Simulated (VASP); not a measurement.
Runs of VASP 6.6.1 on GaN. The structure is that of space group F-43m (No. 216), or close to it. The cells are those of the table. 

```tsv
cell	gap on the mesh (eV)	pressure (GPa)	largest force (eV/Å)
a = 3.188, b = 3.188, c = 3.276 Å, angles 59.1, 59.1, 58.1°, 2 atoms	(c)	0.6	0.48
a = 3.187, b = 3.187, c = 3.247 Å, angles 59.4, 59.4, 58.8°, 2 atoms	2.02	0.2	0.32
a = 3.187, b = 3.187, c = 3.217 Å, angles 59.7, 59.7, 59.4°, 2 atoms	2.08	(a)	0.16
a = 3.188, b = 3.188, c = 3.067 Å, angles 61.2, 61.2, 62.5°, 2 atoms	1.86	(b)	0.65
```

Alike in all rows: task single point; level r2SCAN; potentials or basis VASP PAW PBE potentials, release 64 (Ga_d, N); no spin polarisation; k mesh 10 × 10 × 10; cutoff (eV) 520; smearing gaussian 0.05 eV.

Problem. Estimate the missing entries.

Solution. (a) 0.0; (b) 1.3; (c) 1.94.

Caveats: the PAW data sets were made with another functional, which shifts forces and pressure a little.

A k mesh can miss the band edges, and the runs leave out spin-orbit coupling on Ga.
